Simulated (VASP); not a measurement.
Set up this calculation in VASP 6.6.1, as the native input.

```
Task                   : single point
Functional             : PBE
Potentials or basis    : VASP PAW PBE potentials, release 64 (Pt, Se)
Cutoff                 : 520 eV
k mesh                 : 8 × 8 × 7
Occupations            : fermi-dirac, width 0.05 eV
Spin                   : non-collinear spin, zero start, spin-orbit coupling
Starting moments       : [[0.0, 0.0, 0.0], [0.0, 0.0, 0.0]] μB
Dipole correction      : no
Further INCAR settings : ALGO = Normal; EDIFF = 1e-07; NBANDS = 28
```

The structure of PtSe lies in POSCAR:

```
PtSe
1.0
    3.7018703300      0.0000000000      0.0000000000
   -1.8509351600      3.2059137500      0.0000000000
    0.0000000000      0.0000000000      3.6128420300
Pt Se
1 1
Direct
    0.0000000000      0.0000000000      0.0000000000
    0.6666666667      0.3333333333      0.5000000000
```

The input as run:

INCAR

```
SYSTEM = PtSe
PREC = Accurate
ENCUT = 520
EDIFF = 1E-7
ISMEAR = -1
SIGMA = 0.05
LREAL = .False.
LASPH = .True.
NELM = 150
ALGO = Normal
ISIF = 2
LWAVE = .False.
LCHARG = .False.
MAGMOM = 0 0 0 0 0 0
LORBIT = 11
LSORBIT = .True.
GGA_COMPAT = .False.
LORBMOM = .True.
LMAXMIX = 4
GGA = PE
NBANDS = 28
```

KPOINTS

```
Automatic mesh
0
Gamma
  8 8 7
  0 0 0
```

Potentials or basis: VASP PAW PBE potentials, release 64 (Pt, Se).

Launch:

```bash
$ cat potpaw_PBE.64/Pt/POTCAR potpaw_PBE.64/Se/POTCAR > POTCAR
$ mpirun -np 1 vasp_ncl > vasp.out
```

It gave:

The pressure is -10.9 GPa. The net moment is 0.00 μB per cell. The valence electrons inside the program's atomic spheres are Pt 8.90; Se 3.64.

Caveat: the cell stands under tension.

Wall time 2.5 min on 1 thread of Intel(R) Xeon(R) Platinum 8488C (Sapphire Rapids), with other jobs on the host, peak memory 0.3 GiB.
